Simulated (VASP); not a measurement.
Wanted: the native input for a VASP 6.6.1 run.

| Property | Result |
| --- | --- |
| Task | relaxation of cell and atoms |
| Functional | r2SCAN |
| Potentials or basis | VASP PAW PBE potentials, release 64 (Zn, S) |
| Cutoff | 600 eV |
| k mesh | 8 × 8 × 3 |
| Occupations | fermi-dirac, width 0.05 eV |
| Spin | no spin polarisation |
| Dipole correction | no |
| Further INCAR settings | ALGO = Normal; EDIFF = 1e-07; IBRION = 2; EDIFFG = -0.01; NSW = 60; ISIF = 3 |

ZnS:

```xyz
8
Lattice="3.8227 0.0000 0.0000 -1.9114 3.3106 0.0000 0.0000 0.0000 12.5200" Properties=species:S:1:pos:R:3 pbc="T T T"
Zn    1.9114    1.1035    9.3900
Zn    0.0000    2.2070    3.1300
Zn    0.0000    0.0000    6.2600
Zn    0.0000    0.0000    0.0000
S     1.9114    1.1035   11.7375
S     0.0000    2.2070    5.4775
S     0.0000    0.0000    8.6075
S     0.0000    0.0000    2.3475
```

These files were run (other wordings do the same):

POSCAR

```
ZnS
1.0
    3.8227000000      0.0000000000      0.0000000000
   -1.9113500000      3.3105553110      0.0000000000
    0.0000000000      0.0000000000     12.5200000000
Zn S
4 4
Direct
    0.6666666667      0.3333333333      0.7500000000
    0.3333333333      0.6666666667      0.2500000000
    0.0000000000      0.0000000000      0.5000000000
    0.0000000000      0.0000000000      0.0000000000
    0.6666666667      0.3333333333      0.9375000000
    0.3333333333      0.6666666667      0.4375000000
    0.0000000000      0.0000000000      0.6875000000
    0.0000000000      0.0000000000      0.1875000000
```

INCAR.step1

```
PREC = Accurate
ENCUT = 600
ISMEAR = -1
SIGMA = 0.05
LREAL = False
LASPH = True
NELM = 80
GGA = PE
ALGO = Normal
EDIFF = 1E-4
LWAVE = True
LCHARG = False
```

INCAR.step2

```
PREC = Accurate
ENCUT = 600
EDIFF = 1E-7
ISMEAR = -1
SIGMA = 0.05
LREAL = False
LASPH = True
NELM = 80
ALGO = Normal
ISIF = 3
LWAVE = False
LCHARG = False
METAGGA = R2SCAN
LMIXTAU = True
IBRION = 2
NSW = 60
EDIFFG = -0.01
ISTART = 1
```

KPOINTS

```
Automatic mesh
0
Gamma
  8 8 3
```

Potentials or basis: VASP PAW PBE potentials, release 64 (Zn, S).

Command:

```sh
$ cat potpaw_PBE.64/Zn/POTCAR potpaw_PBE.64/S/POTCAR > POTCAR
$ cp INCAR.step1 INCAR
$ mpirun -np 1 vasp_std > vasp.out
$ cp INCAR.step2 INCAR
$ mpirun -np 1 vasp_std > vasp.out
```

It gave:

```json
{
 "Relaxed volume": "19.59 Å³/atom",
 "Relaxed cell": "a = 3.810 Å, b = 3.810 Å, c = 12.467 Å, α = 90.00°, β = 90.00°, γ = 120.00°",
 "Space group after relaxing (to 0.1 Å)": "P6_3mc (No. 186)",
 "Energy gained by relaxing": "0.8 meV/atom",
 "Ionic steps": "5",
 "Pressure after relaxing": "0.0 GPa",
 "Largest force after relaxing": "0.007 eV/Å",
 "Band gap on the k mesh": "2.75 eV"
}
```

Caveat: the PAW data sets were made with another functional, which shifts forces and pressure a little.

Run time: 60 min on 1 thread of Oxide Virtual Turin-like Processor (shared host), peak memory 0.39 GiB.
